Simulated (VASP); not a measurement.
Wanted: the native input for a VASP 6.6.1 run.

* Task: single point
* Functional: PBEsol
* Potentials or basis: VASP PAW PBE potentials, release 64 (W_sv, S)
* Cutoff: 520 eV
* k mesh: 12 × 12 × 2
* Occupations: gaussian, width 0.02 eV
* Spin: no spin polarisation
* Dipole correction: no
* Further INCAR settings: ALGO = Normal; EDIFF = 1e-07; NBANDS = 49

The structure of WS2 lies in POSCAR:

```
WS2
1.0
    3.0528602337      0.0000000000      0.0000000000
   -1.5264301169      2.6438545166      0.0000000000
    0.0000000000      0.0000000000     19.5268642879
W S
3 6
Direct
    0.6666666667      0.3333333333      0.3326619168
    0.3333333333      0.6666666667      0.6659952502
    0.0000000000      0.0000000000      0.9993285835
    0.3333333333      0.6666666667      0.2505789477
    0.6666666667      0.3333333333      0.0813924688
    0.0000000000      0.0000000000      0.5839122810
    0.3333333333      0.6666666667      0.4147258022
    0.6666666667      0.3333333333      0.9172456144
    0.0000000000      0.0000000000      0.7480591355
```

This cell differs from its parent crystal: biaxial strain in the a-b plane: -3.0 %, then relaxed in part.

These files were run (other wordings do the same):

INCAR

```
PREC = Accurate
ENCUT = 520
EDIFF = 1E-7
ISMEAR = 0
SIGMA = 0.02
LREAL = F
LASPH = T
NELM = 60
ALGO = Normal
ISIF = 2
LWAVE = F
LCHARG = F
GGA = PS
NBANDS = 49
```

KPOINTS

```
Automatic mesh
0
Gamma
  12 12 2
```

Potentials or basis: VASP PAW PBE potentials, release 64 (W_sv, S).

The run is started by

```sh
$ cat potpaw_PBE.64/W_sv/POTCAR potpaw_PBE.64/S/POTCAR > POTCAR
$ mpirun -np 1 vasp_std > vasp.out
```

It gave:

```yaml
Pressure: 6.6 GPa
Largest_force: 0.023 eV/Å
Band_gap_on_the_k_mesh: 1.35 eV
```

Caveat: the cell differs from its parent crystal (biaxial strain in the a-b plane: -3.0 %, then relaxed in part); the PAW data sets were made with another functional, which shifts forces and pressure a little; spin-orbit coupling is left out, which moves the levels of the heavy elements; this functional lacks dispersion, which binds the layers, so the pressure and a relaxed spacing across them are unreliable.

It took 6.7 min on 1 thread of Intel Xeon 6975P-C, with other jobs on the host, peak memory 0.41 GiB.
